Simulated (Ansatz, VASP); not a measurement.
One calculation of Ta, two programs

POSCAR

```
Ta
1.0
   -1.6533449134      1.6533449134      1.6533449134
    1.6533449134     -1.6533449134      1.6533449134
    1.6533449134      1.6533449134     -1.6533449134
Ta
1
Direct
    0.0000000000      0.0000000000      0.0000000000
```

Contents of INCAR.step1:

```
PREC     = Accurate       # precision mode
ENCUT    = 550            # plane-wave cutoff, eV
ISMEAR   = -1             # smearing method
SIGMA    = 0.1            # smearing width, eV
LREAL    = F              # projectors in reciprocal space
LASPH    = T              # aspherical terms in the spheres
NELM     = 120            # most SCF steps
GGA      = PE             # functional
ALGO     = Normal         # electronic algorithm
EDIFF    = 1E-5           # SCF threshold, eV
LWAVE    = T              # write WAVECAR
LCHARG   = F              # write CHGCAR
GGA_COMPAT= F            
IBRION   = 2              # ionic algorithm
ISIF     = 3              # what is computed and relaxed
EDIFFG   = -0.005         # ionic threshold
NELMIN   = 4            
NSW      = 100            # ionic steps
```

The input INCAR.step2:

```
PREC     = Accurate       # precision mode
ENCUT    = 550            # plane-wave cutoff, eV
EDIFF    = 1E-7           # SCF threshold, eV
ISMEAR   = -1             # smearing method
SIGMA    = 0.1            # smearing width, eV
LREAL    = F              # projectors in reciprocal space
LASPH    = T              # aspherical terms in the spheres
NELM     = 120            # most SCF steps
ALGO     = Normal         # electronic algorithm
ISIF     = 3              # what is computed and relaxed
LWAVE    = F              # write WAVECAR
LCHARG   = F              # write CHGCAR
METAGGA  = R2SCAN         # meta-GGA
LMIXTAU  = T            
IBRION   = 2              # ionic algorithm
NSW      = 60             # ionic steps
EDIFFG   = -0.005         # ionic threshold
ISTART   = 1            
GGA_COMPAT= F            
NELMIN   = 4
```

KPOINTS

```
regular mesh
0
Gamma
  18 18 18
```

Input for Ansatz:

```yaml
crystal:
  lattice:
    - [-1.6533449134, 1.6533449134, 1.6533449134]
    - [1.6533449134, -1.6533449134, 1.6533449134]
    - [1.6533449134, 1.6533449134, -1.6533449134]
  atoms:
    - { symbol: Ta, position: [0.0, 0.0, 0.0] }
kpoints:
  mp_grid: { grid: [18, 18, 18] }
scf:
  occupations: { method: fermi_dirac, width: 0.1 }
hamiltonian:
  xc: r2scan
  pseudopotentials: { kind: paw }
output:
  forces: true
  stress: true
  write_density: true
  write_potential: true
  elf: true
  volumetric_format: npy
relax:
  f_tol: 0.005
  max_steps: 40
  cell: {}
```

Alike in both runs: task relaxation of cell and atoms; functional r2SCAN; k mesh 18 × 18 × 18; occupations fermi-dirac, width 0.1 eV; no spin polarisation.

|  | VASP | Ansatz |
| --- | --- | --- |
| version | VASP 6.6.1 | Ansatz 0.2.0 |
| potentials or method | VASP PAW PBE potentials, release 64 (Ta_pv) | PAW with Ansatz's default frozen-core files, scalar-relativistic |
| plane-wave cutoff (eV) | 550 | 500 |
| valence electrons in the cell | 11 | 13 |

|  | VASP | Ansatz | Ansatz less VASP |
| --- | --- | --- | --- |
| relaxed volume (Å³/atom) | 18.12 | 18.06 | -0.055 |
| relaxed cell length with the largest relative difference (Å) | 2.866 | 2.863 | -0.0029 |

VASP's potentials were made for PBE, not for r2SCAN. VASP's potentials hold 11 valence electrons a cell and Ansatz's 13, so a difference there can come from the potentials and not from the codes.

Neither program's run includes spin-orbit coupling.
